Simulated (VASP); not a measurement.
Runs of VASP 6.6.1 on NiO2. The structure is that of space group P-3m1 (No. 164), or close to it. The cells are those of the table. 

| cell | gap on the mesh (eV) | pressure (GPa) | largest force (eV/Å) |
| --- | --- | --- | --- |
| a = 2.814, b = 2.814, c = 4.483 Å, angles 90.0, 90.0, 120.0°, 3 atoms | (b) | -1.0 | 0.30 |
| a = 2.854, b = 2.854, c = 4.358 Å, angles 90.0, 90.0, 120.0°, 3 atoms | 1.17 | -3.7 | 0.45 |
| a = 2.931, b = 2.931, c = 4.134 Å, angles 90.0, 90.0, 120.0°, 3 atoms | 0.88 | -8.6 | 0.65 |
| a = 2.689, b = 2.689, c = 4.909 Å, angles 90.0, 90.0, 120.0°, 3 atoms | 1.61 | 7.4 | 0.34 |
| a = 2.613, b = 2.613, c = 5.202 Å, angles 90.0, 90.0, 120.0°, 3 atoms | (a) | 12.6 | 0.85 |

Alike in all rows: task single point; level r2SCAN; potentials or basis VASP PAW PBE potentials, release 64 (Ni, O); no spin polarisation; k mesh 12 × 12 × 8; cutoff (eV) 520; smearing gaussian 0.05 eV.

Task: Fill in the values left out.

Result: (a) 1.77; (b) 1.32.

Caveats: the PAW data sets were made with another functional, which shifts forces and pressure a little.

A k mesh can miss the band edges.
